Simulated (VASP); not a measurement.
# KI (Fm-3m) in VASP: notebook

The runs below take KI through single point, with HSE06.

Program: VASP 6.6.1. These are calculated values, not measurements. Logs are shortened: lines on timing, memory, paths and dates and some standing lists are left out, and cuts for length are marked.

## (1) The cell of the first run

It takes space group Fm-3m (No. 225, cubic). Conventional cell: a = 6.921 Å, b = 6.921 Å, c = 6.921 Å, α = 90.00°, β = 90.00°, γ = 90.00°. Within 4.5 Å of I (site symmetry m-3m) lie 6 K at 3.46 Å. K (site symmetry m-3m) has 6 I at 3.46 Å within 4.5 Å.

## (2) Single point, HSE06

Input file POSCAR:

```
KI
1.0
    0.0000000000      3.4606573152      3.4606573152
    3.4606573152      0.0000000000      3.4606573152
    3.4606573152      3.4606573152      0.0000000000
I K
1 1
Direct
    0.5000000000      0.5000000000      0.5000000000
    0.0000000000      0.0000000000      0.0000000000
```

Input file INCAR.step1:

```
ALGO = Normal
EDIFF = 1E-5
ENCUT = 520
GGA = PE
ISIF = 2
ISMEAR = -1
LASPH = True
LCHARG = False
LREAL = False
LWAVE = True
NBANDS = 15
NELM = 100
PREC = Accurate
SIGMA = 0.05
```

Input file INCAR.step2:

```
ALGO = Normal
EDIFF = 1E-6
ENCUT = 520
GGA = PE
HFSCREEN = 0.2079
ISIF = 2
ISMEAR = -1
ISTART = 1
LASPH = True
LCHARG = False
LHFCALC = True
LREAL = False
LWAVE = False
NBANDS = 15
NELM = 100
PREC = Accurate
PRECFOCK = Normal
SIGMA = 0.05
```

Input file KPOINTS:

```
k-points
0
Gamma
  4 4 4
```

Potentials or basis: VASP PAW PBE potentials, release 64 (I, K_sv).

Command:

```sh
$ cat potpaw_PBE.64/I/POTCAR potpaw_PBE.64/K_sv/POTCAR > POTCAR
$ cp INCAR.step1 INCAR
$ mpirun -np 1 vasp_std > vasp.out
$ cp INCAR.step2 INCAR
$ mpirun -np 1 vasp_std > vasp.out
```

OUTCAR:

```text
EDIFF = 1E-6
   ENCUT = 520
   GGA = PE
   HFSCREEN = 0.2079
   ISIF = 2
   ISMEAR = -1
   ISTART = 1
   LASPH = True
   LHFCALC = True
   LREAL = False
   NELM = 100
   PREC = Accurate
   PRECFOCK = Normal

 ion  position               nearest neighbor table
   1  0.500  0.500  0.500-   2 3.46   2 3.46   2 3.46   2 3.46   2 3.46   2 3.46
   2  0.000  0.000  0.000-   1 3.46   1 3.46   1 3.46   1 3.46   1 3.46   1 3.46

  LATTYP: Found a face centered cubic cell.
 ALAT       =     6.9213146304

  Lattice vectors:

 A1 = (   0.0000000000,   3.4606573152,   3.4606573152)
 A2 = (   3.4606573152,   0.0000000000,   3.4606573152)
 A3 = (   3.4606573152,   3.4606573152,   0.0000000000)

Analysis of symmetry for initial positions (statically):
=====================================================================
 Subroutine PRICEL returns:
 Original cell was already a primitive cell.

 Routine SETGRP: Setting up the symmetry group for a
 face centered cubic supercell.

 Subroutine GETGRP returns: Found 48 space group operations
 (whereof 48 operations were pure point group operations)
 out of a pool of 48 trial point group operations.

The static configuration has the point symmetry O_h .

Analysis of symmetry for dynamics (positions and initial velocities):
=====================================================================
 Subroutine PRICEL returns:
 Original cell was already a primitive cell.

 Routine SETGRP: Setting up the symmetry group for a
 face centered cubic supercell.

 Subroutine GETGRP returns: Found 48 space group operations
 (whereof 48 operations were pure point group operations)
 out of a pool of 48 trial point group operations.

The dynamic configuration has the point symmetry O_h .

 Subroutine INISYM returns: Found 48 space group operations
 (whereof 48 operations are pure point group operations),
 and found     1 'primitive' translations

----------------------------------------------------------------------------------------

                                     Primitive cell

  volume of cell :      82.8907

  direct lattice vectors                    reciprocal lattice vectors
     0.000000000  3.460657315  3.460657315    -0.144481223  0.144481223  0.144481223
[... 83 lines left out ...]
   EFERMI =   0.00;   METHOD = LEGACY
   ISMEAR =    -1;   SIGMA  =   0.05  broadening in eV -4-tet -1-fermi 0-gaus
   EFERMI_NEDOS =   21; number of points for ismear=-14 and -15
   IALGO  =     38    algorithm
   IMIX   =      1    mixing-type and parameters
     AMIX     =   0.40;   BMIX     =  1.00
     AMIX_MAG =   1.60;   BMIX_MAG =  1.00
  volume/ion in A,a.u.               =      41.45       279.69
  Fermi-wavevector in a.u.,A,eV,Ry     =   0.946120  1.787908 12.179161  0.895143
  Thomas-Fermi vector in A             =   2.074087
   LORBIT       =      0    0 simple, 1 ext, 2 COOP (PROOUT), +10 PAW based schemes
   GGA     = PE    functional components
   LHFCALC =     T    Hartree Fock is set to
   PRECFOCK=normal    Normal, Fast or Accurate (Low or Medium for compatibility)
   ENCUT4O =  -1.0   cutoff for four orbital integrals eV
   NKREDX  =     1    reduce k-point grid by
   NKREDY  =     1    reduce k-point grid by
   NKREDZ  =     1    reduce k-point grid by
   AEXX    =    0.2500 exact exchange contribution
   HFSCREEN=    0.2079 screening length (either q_TF or 0.3 A-1)
   HFSCREENC=   0.2079 screening length for correlation (either q_TF or 0.3 A-1)
   ENCUTFOCK=  -1.0 apply spherical cutoff to Coloumb kernel
   IVDW    =     0    specifies the selected vdW correction
   LEPSILON=     F    determine dielectric tensor
   LRPA    =     F    only Hartree local field effects (RPA)
 non-spin polarized calculation
  energy-cutoff  :      520.00
  volume of cell :       82.89
 maximum number of plane-waves:      2252
  NGX = 28; NGY = 28; NGZ = 28

 number of electron      15.9999999 magnetization

 Free energy of the ion-electron system (eV)
  ---------------------------------------------------
  ext. energy  EPLUGINS =         0.00000000
  ---------------------------------------------------
  free energy    TOTEN  =        -6.37140687 eV

  energy without entropy =       -6.37140687  energy(sigma->0) =       -6.37140687

 E-fermi :   0.3458     XC(G=0):  -6.2387

 val. band max:       -0.8102057468   @ k =   0.0000   0.0000   0.0000
 cond. band min:       4.3059116904   @ k =   0.0000   0.0000   0.0000
 fundamental gap:      5.1161174372
 Fermi energy:         0.3457518096

 k-point     1 :       0.0000    0.0000    0.0000
  band No.  band energies     occupation
      1     -31.5366      2.00000
      2     -13.6781      2.00000
      3     -13.6781      2.00000
      4     -13.6781      2.00000
      5     -12.3102      2.00000
      6      -0.8102      2.00000
      7      -0.8102      2.00000
      8      -0.8102      2.00000
      9       4.3059      0.00000
     10       6.8081      0.00000
     11       6.8081      0.00000
     12       6.8081      0.00000
     13       7.6864      0.00000
     14       7.6864      0.00000
[... 113 lines left out ...]
      2     -13.7582      2.00000
      3     -13.7218      2.00000
      4     -13.7218      2.00000
      5     -12.0161      2.00000
      6      -1.6693      2.00000
      7      -1.6693      2.00000
      8      -1.5197      2.00000
      9       6.7654      0.00000
     10       6.7654      0.00000
     11       7.1250      0.00000
     12       8.9143      0.00000
     13       9.4944      0.00000
     14      10.5787      0.00000
     15      11.0987      0.00000

------------------------ aborting loop because EDIFF is reached ----------------------------------------

  FORCE on cell =-STRESS in cart. coord.  units (eV):
  Direction    XX          YY          ZZ          XY          YZ          ZX
  --------------------------------------------------------------------------------------
  -------------------------------------------------------------------------------------
  Total        0.7016320      0.7016320      0.7016320     -0.0000000     -0.0000000      0.0000000
  in kB       13.5617017     13.5617017     13.5617017     -0.0000000     -0.0000000      0.0000000
  external PRESSURE =      13.5617017 kB  Pullay stress =       0.0000000 kB

 VOLUME and BASIS-vectors are now :
 -----------------------------------------------------------------------------
  energy-cutoff  :      520.00
  volume of cell :       82.89
      direct lattice vectors                 reciprocal lattice vectors
     0.000000000  3.460657315  3.460657315    -0.144481223  0.144481223  0.144481223
     3.460657315  0.000000000  3.460657315     0.144481223 -0.144481223  0.144481223
     3.460657315  3.460657315  0.000000000     0.144481223  0.144481223 -0.144481223

 POSITION                                       TOTAL-FORCE (eV/Angst)
 -----------------------------------------------------------------------------------
      3.46066      3.46066      3.46066         0.000000      0.000000      0.000000
      0.00000      0.00000      0.00000         0.000000      0.000000      0.000000
 -----------------------------------------------------------------------------------
    total drift:                                0.000000      0.000000      0.000000

  FREE ENERGIE OF THE ION-ELECTRON SYSTEM (eV)
  ---------------------------------------------------
  free  energy   TOTEN  =        -6.3714068656 eV

  energy  without entropy=       -6.3714068656  energy(sigma->0) =       -6.37140687
```

OUTCAR.step1:

```text
EDIFF = 1E-5
   ENCUT = 520
   GGA = PE
   ISIF = 2
   ISMEAR = -1
[... 345 lines left out ...]
 -----------------------------------------------------------------------------------
      3.46066      3.46066      3.46066         0.000000     -0.000000      0.000000
      0.00000      0.00000      0.00000        -0.000000      0.000000     -0.000000
 -----------------------------------------------------------------------------------
    total drift:                                0.000000      0.000000      0.000000

  FREE ENERGIE OF THE ION-ELECTRON SYSTEM (eV)
  ---------------------------------------------------
  free  energy   TOTEN  =        -5.5196183216 eV

  energy  without entropy=       -5.5196183215  energy(sigma->0) =       -5.51961832
```

OSZICAR.step1:

```text
N       E                     dE             d eps       ncg     rms          rms(c)
DAV:   1     0.946278510391E+02    0.94628E+02   -0.64350E+03   240   0.892E+02
DAV:   2    -0.218437052285E-01   -0.94650E+02   -0.89315E+02   310   0.221E+02
DAV:   3    -0.528919796762E+01   -0.52674E+01   -0.52490E+01   325   0.462E+01
DAV:   4    -0.558988702565E+01   -0.30069E+00   -0.30048E+00   413   0.923E+00
DAV:   5    -0.559166348366E+01   -0.17765E-02   -0.17764E-02   346   0.644E-01    0.346E+00
DAV:   6    -0.551715078137E+01    0.74513E-01   -0.85547E-02   303   0.175E+00    0.244E+00
DAV:   7    -0.551499729066E+01    0.21535E-02   -0.10992E-01   317   0.174E+00    0.786E-01
DAV:   8    -0.551908045517E+01   -0.40832E-02   -0.11932E-02   268   0.733E-01    0.139E-01
DAV:   9    -0.551944709276E+01   -0.36664E-03   -0.64583E-04   331   0.156E-01    0.696E-02
DAV:  10    -0.551958947516E+01   -0.14238E-03   -0.12655E-04   283   0.638E-02    0.187E-02
DAV:  11    -0.551961867444E+01   -0.29199E-04   -0.44256E-05   281   0.366E-02    0.203E-02
DAV:  12    -0.551961832157E+01    0.35287E-06   -0.28925E-06   267   0.136E-02
   1 F= -.55196183E+01 E0= -.55196183E+01  d E =-.518026E-10
```

Run time: 10 min. Hardware: 1 thread of Intel Xeon Platinum 8259CL at 2.50GHz (Skylake/Cascade Lake), shared host; peak memory 0.32 GiB.

What came out:

* Free energy: -6.3714 eV
* Pressure: 1.4 GPa
* Band gap on the k mesh: 5.12 eV

Levels at points of the mesh, in eV from the valence-band top:
```csv
k point,band 6,band 7,band 8,band 9,band 10,band 11
"(0.00, 0.00, 0.00)",0.00,0.00,0.00,5.12,7.62,7.62
"(0.50, 0.00, 0.00)",-1.55,-0.41,-0.41,6.56,9.12,9.38
"(0.50, 0.50, 0.00)",-1.18,-0.43,-0.43,5.83,6.99,9.54
```

Caveat: the PAW data sets were made with another functional, which shifts forces and pressure a little; spin-orbit coupling is left out, which moves the levels of the heavy elements.

## (3) Single point, HSE06

This run uses another cell than the first one, of 42.33 Å³/atom.

Input file POSCAR:

```
KI
1.0
    0.0000000000      3.4850289444      3.4850289444
    3.4850289444      0.0000000000      3.4850289444
    3.4850289444      3.4850289444      0.0000000000
I K
1 1
Direct
    0.5000000000      0.5000000000      0.5000000000
    0.0000000000      0.0000000000      0.0000000000
```

Input file INCAR.step1:

```
SYSTEM = KI
PREC = Accurate
ENCUT = 520
EDIFF = 1E-5
ISMEAR = -1
SIGMA = 0.05
LREAL = .False.
LASPH = .True.
NELM = 100
ALGO = Normal
ISIF = 2
LWAVE = .True.
LCHARG = .False.
GGA = PE
NBANDS = 15
```

Input file INCAR.step2:

```
SYSTEM = KI
PREC = Accurate
ENCUT = 520
EDIFF = 1E-6
ISMEAR = -1
SIGMA = 0.05
LREAL = .False.
LASPH = .True.
NELM = 100
ALGO = Normal
ISIF = 2
LWAVE = .False.
LCHARG = .False.
GGA = PE
LHFCALC = .True.
HFSCREEN = 0.2079
PRECFOCK = Normal
ISTART = 1
NBANDS = 15
```

Input file KPOINTS:

```
regular mesh
0
Gamma
  4 4 4
  0 0 0
```

Potentials or basis: VASP PAW PBE potentials, release 64 (I, K_sv).

Command:

```sh
$ cat potpaw_PBE.64/I/POTCAR potpaw_PBE.64/K_sv/POTCAR > POTCAR
$ cp INCAR.step1 INCAR
$ mpirun -np 1 vasp_std > vasp.out
$ cp INCAR.step2 INCAR
$ mpirun -np 1 vasp_std > vasp.out
```

OUTCAR:

```text
SYSTEM = KI
   PREC = Accurate
   ENCUT = 520
   EDIFF = 1E-6
   ISMEAR = -1
   LREAL = .False.
   LASPH = .True.
   NELM = 100
   ISIF = 2
   GGA = PE
   LHFCALC = .True.
   HFSCREEN = 0.2079
   PRECFOCK = Normal
   ISTART = 1

 ion  position               nearest neighbor table
   1  0.500  0.500  0.500-   2 3.49   2 3.49   2 3.49   2 3.49   2 3.49   2 3.49
   2  0.000  0.000  0.000-   1 3.49   1 3.49   1 3.49   1 3.49   1 3.49   1 3.49

  LATTYP: Found a face centered cubic cell.
 ALAT       =     6.9700578888

  Lattice vectors:

 A1 = (   0.0000000000,   3.4850289444,   3.4850289444)
 A2 = (   3.4850289444,   0.0000000000,   3.4850289444)
 A3 = (   3.4850289444,   3.4850289444,   0.0000000000)

Analysis of symmetry for initial positions (statically):
=====================================================================
 Subroutine PRICEL returns:
 Original cell was already a primitive cell.

 Routine SETGRP: Setting up the symmetry group for a
 face centered cubic supercell.

 Subroutine GETGRP returns: Found 48 space group operations
 (whereof 48 operations were pure point group operations)
 out of a pool of 48 trial point group operations.

The static configuration has the point symmetry O_h .

Analysis of symmetry for dynamics (positions and initial velocities):
=====================================================================
 Subroutine PRICEL returns:
 Original cell was already a primitive cell.

 Routine SETGRP: Setting up the symmetry group for a
 face centered cubic supercell.

 Subroutine GETGRP returns: Found 48 space group operations
 (whereof 48 operations were pure point group operations)
 out of a pool of 48 trial point group operations.

The dynamic configuration has the point symmetry O_h .

 Subroutine INISYM returns: Found 48 space group operations
 (whereof 48 operations are pure point group operations),
 and found     1 'primitive' translations

----------------------------------------------------------------------------------------
[... 113 lines left out ...]
   LEPSILON=     F    determine dielectric tensor
   LRPA    =     F    only Hartree local field effects (RPA)
 non-spin polarized calculation
  energy-cutoff  :      520.00
  volume of cell :       84.65
 maximum number of plane-waves:      2284
 NGX is ok and might be reduce to    40
  NGX = 28; NGY = 28; NGZ = 28

 number of electron      16.0000000 magnetization

 Free energy of the ion-electron system (eV)
  ---------------------------------------------------
  ext. energy  EPLUGINS =         0.00000000
  ---------------------------------------------------
  free energy    TOTEN  =        -6.38455869 eV

  energy without entropy =       -6.38455869  energy(sigma->0) =       -6.38455869

 E-fermi :   0.1463     XC(G=0):  -6.1716

 val. band max:       -0.9273425733   @ k =   0.0000   0.0000   0.0000
 cond. band min:       4.1322303226   @ k =   0.0000   0.0000   0.0000
 fundamental gap:      5.0595728959
 Fermi energy:         0.1463465711

 k-point     1 :       0.0000    0.0000    0.0000
  band No.  band energies     occupation
      1     -31.6866      2.00000
      2     -13.8250      2.00000
      3     -13.8250      2.00000
      4     -13.8250      2.00000
      5     -12.3889      2.00000
      6      -0.9273      2.00000
      7      -0.9273      2.00000
      8      -0.9273      2.00000
      9       4.1322      0.00000
     10       6.7014      0.00000
     11       6.7014      0.00000
     12       6.7014      0.00000
     13       7.5651      0.00000
     14       7.5651      0.00000
[... 113 lines left out ...]
      2     -13.8955      2.00000
      3     -13.8648      2.00000
      4     -13.8648      2.00000
      5     -12.1173      2.00000
      6      -1.7573      2.00000
      7      -1.7573      2.00000
      8      -1.6075      2.00000
      9       6.6379      0.00000
     10       6.6379      0.00000
     11       6.9494      0.00000
     12       8.7003      0.00000
     13       9.3238      0.00000
     14      10.4070      0.00000
     15      10.8802      0.00000

------------------------ aborting loop because EDIFF is reached ----------------------------------------

  FORCE on cell =-STRESS in cart. coord.  units (eV):
  Direction    XX          YY          ZZ          XY          YZ          ZX
  --------------------------------------------------------------------------------------
  -------------------------------------------------------------------------------------
  Total        0.5305705      0.5305705      0.5305705     -0.0000000     -0.0000000      0.0000000
  in kB       10.0416365     10.0416365     10.0416365     -0.0000000     -0.0000000      0.0000000
  external PRESSURE =      10.0416365 kB  Pullay stress =       0.0000000 kB

 VOLUME and BASIS-vectors are now :
 -----------------------------------------------------------------------------
  energy-cutoff  :      520.00
  volume of cell :       84.65
      direct lattice vectors                 reciprocal lattice vectors
     0.000000000  3.485028944  3.485028944    -0.143470831  0.143470831  0.143470831
     3.485028944  0.000000000  3.485028944     0.143470831 -0.143470831  0.143470831
     3.485028944  3.485028944  0.000000000     0.143470831  0.143470831 -0.143470831

 POSITION                                       TOTAL-FORCE (eV/Angst)
 -----------------------------------------------------------------------------------
      3.48503      3.48503      3.48503        -0.000000      0.000000      0.000000
      0.00000      0.00000      0.00000         0.000000     -0.000000     -0.000000
 -----------------------------------------------------------------------------------
    total drift:                               -0.000000     -0.000000     -0.000000

  FREE ENERGIE OF THE ION-ELECTRON SYSTEM (eV)
  ---------------------------------------------------
  free  energy   TOTEN  =        -6.3845586900 eV

  energy  without entropy=       -6.3845586899  energy(sigma->0) =       -6.38455869
```

OSZICAR.step1:

```text
N       E                     dE             d eps       ncg     rms          rms(c)
DAV:   1     0.924392802274E+02    0.92439E+02   -0.64940E+03   240   0.907E+02
DAV:   2     0.470155139101E-02   -0.92435E+02   -0.86323E+02   303   0.215E+02
DAV:   3    -0.532032911375E+01   -0.53250E+01   -0.52957E+01   325   0.468E+01
DAV:   4    -0.560751002912E+01   -0.28718E+00   -0.28707E+00   376   0.941E+00
DAV:   5    -0.560992760862E+01   -0.24176E-02   -0.24175E-02   346   0.935E-01    0.331E+00
DAV:   6    -0.553276227144E+01    0.77165E-01   -0.88184E-02   289   0.177E+00    0.234E+00
DAV:   7    -0.553010848357E+01    0.26538E-02   -0.11374E-01   310   0.173E+00    0.783E-01
DAV:   8    -0.553457885018E+01   -0.44704E-02   -0.12594E-02   268   0.729E-01    0.128E-01
DAV:   9    -0.553499102187E+01   -0.41217E-03   -0.73033E-04   317   0.165E-01    0.767E-02
DAV:  10    -0.553512534618E+01   -0.13432E-03   -0.11667E-04   262   0.597E-02    0.206E-02
DAV:  11    -0.553516780126E+01   -0.42455E-04   -0.57160E-05   268   0.425E-02    0.189E-02
DAV:  12    -0.553516744089E+01    0.36036E-06   -0.27371E-06   260   0.135E-02
   1 F= -.55351674E+01 E0= -.55351674E+01  d E =-.146755E-10
```

Run time: 9.8 min. Hardware: 1 thread of Intel Xeon Platinum 8259CL at 2.50GHz (Skylake/Cascade Lake), shared host; peak memory 0.35 GiB.

What came out:

```
Free energy            : -6.3846 eV
Pressure               : 1.0 GPa
Band gap on the k mesh : 5.06 eV
```

Levels at points of the mesh, in eV from the valence-band top:
```tsv
k point	band 6	band 7	band 8	band 9	band 10	band 11
(0.00, 0.00, 0.00)	0.00	0.00	0.00	5.06	7.63	7.63
(0.50, 0.00, 0.00)	-1.50	-0.39	-0.39	6.54	9.05	9.33
(0.50, 0.50, 0.00)	-1.14	-0.42	-0.42	5.87	6.94	9.52
```

Caveat: the PAW data sets were made with another functional, which shifts forces and pressure a little; spin-orbit coupling is left out, which moves the levels of the heavy elements.
